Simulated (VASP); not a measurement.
# CeO2 (Fm-3m) in VASP: notebook, part 2 of 2

VASP 6.6.1. The steps go on from the part before.

### 3 Relaxation of cell and atoms, HSE06

This run uses another cell than the first one, of 13.40 Å³/atom.

POSCAR reads:

```
CeO2
1.0
    0.0000000000      2.7186496227      2.7186496227
    2.7186496227      0.0000000000      2.7186496227
    2.7186496227      2.7186496227      0.0000000000
Ce O
1 2
Direct
    0.0000000000      0.0000000000      0.0000000000
    0.2500000000      0.2500000000      0.2500000000
    0.7500000000      0.7500000000      0.7500000000
```

INCAR.step1 reads:

```
SYSTEM = CeO2
  PREC = Accurate
  ENCUT = 600
  EDIFF = 1E-5
  ISMEAR = -1
  SIGMA = 0.02
  LREAL = .False.
  LASPH = .True.
  NELM = 200
  ALGO = Normal
  LWAVE = .True.
  LCHARG = .False.
  GGA = PE
  NBANDS = 19
  GGA_COMPAT = .False.
  IBRION = 2
  ISIF = 3
  EDIFFG = -0.005
  NELMIN = 4
  NSW = 100
  LMAXMIX = 6
  KPAR = 4
```

INCAR.step2 reads:

```
SYSTEM = CeO2
  PREC = Accurate
  ENCUT = 600
  EDIFF = 1E-7
  ISMEAR = -1
  SIGMA = 0.02
  LREAL = .False.
  LASPH = .True.
  NELM = 200
  ALGO = Normal
  ISIF = 3
  LWAVE = .False.
  LCHARG = .False.
  GGA = PE
  LHFCALC = .True.
  HFSCREEN = 0.2079
  PRECFOCK = Normal
  IBRION = 2
  NSW = 80
  EDIFFG = -0.005
  ISTART = 1
  GGA_COMPAT = .False.
  NELMIN = 4
  LMAXMIX = 6
  KPAR = 4
```

KPOINTS reads:

```
regular mesh
0
Gamma
  6 6 6
  0 0 0
```

Potentials or basis: VASP PAW PBE potentials, release 64 (Ce, O).

Run with:

```
$ cat potpaw_PBE.64/Ce/POTCAR potpaw_PBE.64/O/POTCAR > POTCAR
$ cp INCAR.step1 INCAR
$ mpirun -np 4 vasp_std > vasp.out
$ cp INCAR.step2 INCAR
$ mpirun -np 4 vasp_std > vasp.out
```

OUTCAR:

```text
SYSTEM = CeO2
   PREC = Accurate
   ENCUT = 600
   EDIFF = 1E-7
   ISMEAR = -1
   LREAL = .False.
   LASPH = .True.
   NELM = 200
   ISIF = 3
   GGA = PE
   LHFCALC = .True.
   HFSCREEN = 0.2079
   PRECFOCK = Normal
   IBRION = 2
   NSW = 80
   EDIFFG = -0.005
   ISTART = 1
   NELMIN = 4

 ion  position               nearest neighbor table
   1  0.000  0.000  0.000-   2 2.35   3 2.35   3 2.35   3 2.35   3 2.35   2 2.35   2 2.35   2 2.35

   2  0.250  0.250  0.250-   1 2.35   1 2.35   1 2.35   1 2.35
   3  0.750  0.750  0.750-   1 2.35   1 2.35   1 2.35   1 2.35

  LATTYP: Found a face centered cubic cell.
 ALAT       =     5.4372992454

  Lattice vectors:

 A1 = (   0.0000000000,   2.7186496227,   2.7186496227)
 A2 = (   2.7186496227,   0.0000000000,   2.7186496227)
 A3 = (   2.7186496227,   2.7186496227,   0.0000000000)

Analysis of symmetry for initial positions (statically):
=====================================================================
 Subroutine PRICEL returns:
 Original cell was already a primitive cell.

 Routine SETGRP: Setting up the symmetry group for a
 face centered cubic supercell.

 Subroutine GETGRP returns: Found 48 space group operations
 (whereof 48 operations were pure point group operations)
 out of a pool of 48 trial point group operations.

The static configuration has the point symmetry O_h .

Analysis of symmetry for dynamics (positions and initial velocities):
=====================================================================
 Subroutine PRICEL returns:
 Original cell was already a primitive cell.

 Routine SETGRP: Setting up the symmetry group for a
 face centered cubic supercell.

 Subroutine GETGRP returns: Found 48 space group operations
 (whereof 48 operations were pure point group operations)
 out of a pool of 48 trial point group operations.

The dynamic configuration has the point symmetry O_h .

 Subroutine INISYM returns: Found 48 space group operations
 (whereof 48 operations are pure point group operations),
 and found     1 'primitive' translations

----------------------------------------------------------------------------------------

                                     Primitive cell

  volume of cell :      40.1874

  direct lattice vectors                    reciprocal lattice vectors
     0.000000000  2.718649623  2.718649623    -0.183914836  0.183914836  0.183914836
     2.718649623  0.000000000  2.718649623     0.183914836 -0.183914836  0.183914836
     2.718649623  2.718649623  0.000000000     0.183914836  0.183914836 -0.183914836

  length of vectors
     3.844751168  3.844751168  3.844751168     0.318549841  0.318549841  0.318549841

  position of ions in fractional coordinates (direct lattice)
     0.000000000  0.000000000  0.000000000
     0.250000000  0.250000000  0.250000000
     0.750000000  0.750000000  0.750000000

  ion indices of the primitive-cell ions
   primitive index   ion index
                 1           1
                 2           2
                 3           3

----------------------------------------------------------------------------------------

 KPOINTS: regular mesh

Automatic generation of k-mesh.
 Grid dimensions read from file:
 generate k-points for:    6    6    6

 Generating k-lattice:

  Cartesian coordinates                     Fractional coordinates (reciprocal lattice)
    -0.030652473  0.030652473  0.030652473     0.166666667  0.000000000  0.000000000
     0.030652473 -0.030652473  0.030652473     0.000000000  0.166666667  0.000000000
     0.030652473  0.030652473 -0.030652473     0.000000000  0.000000000  0.166666667

  Length of vectors
     0.053091640  0.053091640  0.053091640

  Shift w.r.t. Gamma in fractional coordinates (k-lattice)
     0.000000000  0.000000000  0.000000000

 Subroutine IBZKPT returns following result:
 ===========================================

 Found     16 irreducible k-points:

 Following reciprocal coordinates:
            Coordinates               Weight
  0.000000  0.000000  0.000000      1.000000
  0.166667  0.000000  0.000000      8.000000
  0.333333  0.000000  0.000000      8.000000
  0.500000  0.000000  0.000000      4.000000
  0.166667  0.166667  0.000000      6.000000
  0.333333  0.166667  0.000000     24.000000
[... 8 lines left out ...]
 -0.333333  0.333333  0.166667     24.000000
 -0.333333  0.500000  0.166667     12.000000
   k-points           NKPTS =     16   k-points in BZ     NKDIM =    216   number of bands    NBANDS=     16
   number of dos      NEDOS =    301   number of ions     NIONS =      3
   total plane-waves  NPLWV =  32768
   dimension x,y,z NGX =    32 NGY =   32 NGZ =   32
   dimension x,y,z NGXF=    64 NGYF=   64 NGZF=   64
   ions per type =               1   2
   NGX,Y,Z   is equivalent  to a cutoff of  13.84, 13.84, 13.84 a.u.
   NGXF,Y,Z  is equivalent  to a cutoff of  27.67, 27.67, 27.67 a.u.
 SYSTEM =  CeO2
   PREC   = accura    normal or accurate (medium, high low for compatibility)
   ISTART =      1    job   : 0-new  1-cont  2-samecut
   ICHARG =      0    charge: 1-file 2-atom 10-const
   ISPIN  =      1    spin polarized calculation?
   LNONCOLLINEAR =      F non collinear calculations
   LSORBIT =      F    spin-orbit coupling
   LASPH  =      T    aspherical Exc in radial PAW
   ENCUT  =  600.0 eV  44.10 Ry    6.64 a.u.   7.68  7.68  7.68*2*pi/ulx,y,z
   NELM   =    200;   NELMIN=  4; NELMDL=  0     # of ELM steps
   EDIFF  = 0.1E-06   stopping-criterion for ELM
   LREAL  =      F    real-space projection
   EDIFFG = -.5E-02   stopping-criterion for IOM
   NSW    =     80    number of steps for IOM
   IBRION =      2    ionic relax: 0-MD 1-quasi-New 2-CG
   NFREE  =      1    steps in history (QN), initial steepest desc. (CG)
   ISIF   =      3    stress and relaxation
   ISYM   =      3    0-nonsym 1-usesym 2-fastsym
   POTIM  = 0.5000    time-step for ionic-motion
   TEBEG  =    0.0;   TEEND  =   0.0 temperature during run
   PSTRESS=    0.0 pullay stress
   NELECT =      24.0000    total number of electrons
   NUPDOWN=      -1.0000    fix difference up-down
   EMIN   =  10.00;   EMAX   =-10.00  energy-range for DOS
   EFERMI =   0.00;   METHOD = LEGACY
   ISMEAR =    -1;   SIGMA  =   0.02  broadening in eV -4-tet -1-fermi 0-gaus
   EFERMI_NEDOS =   21; number of points for ismear=-14 and -15
   IALGO  =     38    algorithm
   IMIX   =      1    mixing-type and parameters
     AMIX     =   0.40;   BMIX     =  1.00
     AMIX_MAG =   1.60;   BMIX_MAG =  1.00
  volume/ion in A,a.u.               =      13.40        90.40
  Fermi-wavevector in a.u.,A,eV,Ry     =   1.378633  2.605239 25.859627  1.900629
  Thomas-Fermi vector in A             =   2.503677
   LORBIT       =      0    0 simple, 1 ext, 2 COOP (PROOUT), +10 PAW based schemes
   GGA     = PE    functional components
   LHFCALC =     T    Hartree Fock is set to
   PRECFOCK=normal    Normal, Fast or Accurate (Low or Medium for compatibility)
   ENCUT4O =  -1.0   cutoff for four orbital integrals eV
   NKREDX  =     1    reduce k-point grid by
   NKREDY  =     1    reduce k-point grid by
   NKREDZ  =     1    reduce k-point grid by
   AEXX    =    0.2500 exact exchange contribution
   HFSCREEN=    0.2079 screening length (either q_TF or 0.3 A-1)
   HFSCREENC=   0.2079 screening length for correlation (either q_TF or 0.3 A-1)
   ENCUTFOCK=  -1.0 apply spherical cutoff to Coloumb kernel
   IVDW    =     0    specifies the selected vdW correction
   LEPSILON=     F    determine dielectric tensor
   LRPA    =     F    only Hartree local field effects (RPA)
 conjugate gradient relaxation of ions
 non-spin polarized calculation
  energy-cutoff  :      600.00
  volume of cell :       40.19
 maximum number of plane-waves:      1363
  NGX = 24; NGY = 24; NGZ = 24

--------------------------------------- Ionic step        1  -------------------------------------------

 number of electron      23.9999995 magnetization

 Free energy of the ion-electron system (eV)
  ---------------------------------------------------
  ext. energy  EPLUGINS =         0.00000000
  ---------------------------------------------------
  free energy    TOTEN  =       -32.17911465 eV

  energy without entropy =      -32.17911465  energy(sigma->0) =      -32.17911465

------------------------ aborting loop because EDIFF is reached ----------------------------------------

  FORCE on cell =-STRESS in cart. coord.  units (eV):
  Direction    XX          YY          ZZ          XY          YZ          ZX
  --------------------------------------------------------------------------------------
  -------------------------------------------------------------------------------------
  Total       -1.2029546     -1.2029546     -1.2029546      0.0000000      0.0000000     -0.0000000
  in kB      -47.9589968    -47.9589968    -47.9589968      0.0000000      0.0000000     -0.0000000
  external PRESSURE =     -47.9589968 kB  Pullay stress =       0.0000000 kB
[... 59 lines left out ...]
  energy  without entropy=      -32.1629823451  energy(sigma->0) =      -32.16298235

--------------------------------------- Ionic step        3  -------------------------------------------

 number of electron      23.9999998 magnetization

 Free energy of the ion-electron system (eV)
  ---------------------------------------------------
  ext. energy  EPLUGINS =         0.00000000
  ---------------------------------------------------
  free energy    TOTEN  =       -32.19386598 eV

  energy without entropy =      -32.19386598  energy(sigma->0) =      -32.19386598

 E-fermi :   4.9735     XC(G=0):  -9.3533

 val. band max:        4.4875331552   @ k =   0.5000   0.3333   0.1667
 cond. band min:       8.2096513395   @ k =   0.5000   0.0000   0.0000
 fundamental gap:      3.7221181843
 Fermi energy:         4.9735366186

 k-point     1 :       0.0000    0.0000    0.0000
  band No.  band energies     occupation
      1     -30.7039      2.00000
      2     -13.3939      2.00000
      3     -12.3446      2.00000
      4     -11.4946      2.00000
      5     -11.4946      2.00000
      6     -11.4946      2.00000
[... 8 lines left out ...]
     15       8.7320      0.00000
     16       8.7320      0.00000
[... 313 lines left out ...]
  FREE ENERGIE OF THE ION-ELECTRON SYSTEM (eV)
  ---------------------------------------------------
  free  energy   TOTEN  =       -32.1938659756 eV

  energy  without entropy=      -32.1938659756  energy(sigma->0) =      -32.19386598

 reached required accuracy - stopping structural energy minimisation
```

Run time: 63 min. Hardware: 4 MPI ranks of Intel Xeon Platinum 8488C (Sapphire Rapids), shared host; peak memory 0.3 GiB.

What came out:

* Free energy: -32.1939 eV
* Relaxed volume: 13.08 Å³/atom
* Relaxed cell: a = 3.814 Å, b = 3.814 Å, c = 3.814 Å, α = 60.00°, β = 60.00°, γ = 60.00°
* Space group after relaxing (to 0.1 Å): Fm-3m (No. 225)
* Energy gained by relaxing: 4.9 meV/atom
* Ionic steps: 3
* Pressure after relaxing: 0.0 GPa
* Band gap on the k mesh: 3.72 eV (least direct gap 3.86 eV)

Step by step:
| step | energy change (eV) | largest force (eV/Å) | pressure (GPa) | volume (Å³) |
| --- | --- | --- | --- | --- |
| 1 | 0.0000 | 0.0000 | -4.80 | 40.19 |
| 2 | 0.0161 | 0.0000 | 7.71 | 37.90 |
| 3 | -0.0148 | 0.0000 | -0.04 | 39.23 |

Final structure:
```
Ce O
1.0
     0.00000    2.69693    2.69693
     2.69693    0.00000    2.69693
     2.69693    2.69693    0.00000
Ce O
1 2
Direct
  0.00000 0.00000 0.00000
  0.25000 0.25000 0.25000
  0.75000 0.75000 0.75000
```

Levels at points of the mesh, in eV from the valence-band top:
```
           k point  band 8  band 9  band 10  band 11  band 12  band 13  band 14  band 15  band 16
(0.00, 0.00, 0.00)   -4.26   -4.26    -0.50    -0.50    -0.50     4.23     4.24     4.24     4.24
(0.50, 0.00, 0.00)   -3.26   -1.33    -1.25    -0.75    -0.75     3.72     4.03     4.03     4.26
(0.50, 0.50, 0.00)   -1.26   -1.26    -0.80    -0.80    -0.52     3.88     3.95     3.95     4.15
```

Caveat: the PAW data sets were made with another functional, which shifts forces and pressure a little; spin-orbit coupling is left out, which moves the levels of the heavy elements.
